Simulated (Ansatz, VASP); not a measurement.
# Two plane-wave programs on Si3Sb2

```xyz
5
Lattice="1.9449 1.1229 8.1528 -1.9449 1.1229 8.1528 0.0000 -2.2458 8.1528" Properties=species:S:1:pos:R:3 pbc="T T T"
Si    0.0000    0.0000    0.0000
Si    0.0000    0.0000    4.5726
Si    0.0000    0.0000   19.8857
Sb    0.0000    0.0000    9.7772
Sb    0.0000    0.0000   14.6811
```

Alike in both runs: functional PBE; k mesh 12 × 12 × 12; occupations gaussian, width 0.1 eV; no spin polarisation.

Ansatz relaxed the structure, and its values are those at the end. VASP's run is a single point on that final structure, the one shown.

```csv
,VASP,Ansatz
version,VASP 6.6.1,Ansatz 0.2.0
potentials or method,"VASP PAW PBE potentials, release 64 (Si, Sb), cutoff 520 eV","scalar-relativistic, plane waves, PAW"
valence electrons in the cell,22,42
```

VASP gave:

```
gap on the k mesh at the Fermi level (eV) : none
pressure (GPa)                            : 0.0
rms of the force components (eV/Å)        : 0.007
```

Task: What did Ansatz give for the same quantities?

Result: gap on the k mesh at the Fermi level (eV): none; pressure (GPa): 0.0; rms of the force components (eV/Å): 0.002.

A gap of «none» marks a metal or a gap that the smearing closes. With one functional, cell and mesh, what is left measures potentials, basis and numerics. VASP's potentials hold 22 valence electrons a cell and Ansatz's 42, so a difference there can come from the potentials and not from the codes.

Neither program's run includes spin-orbit coupling.
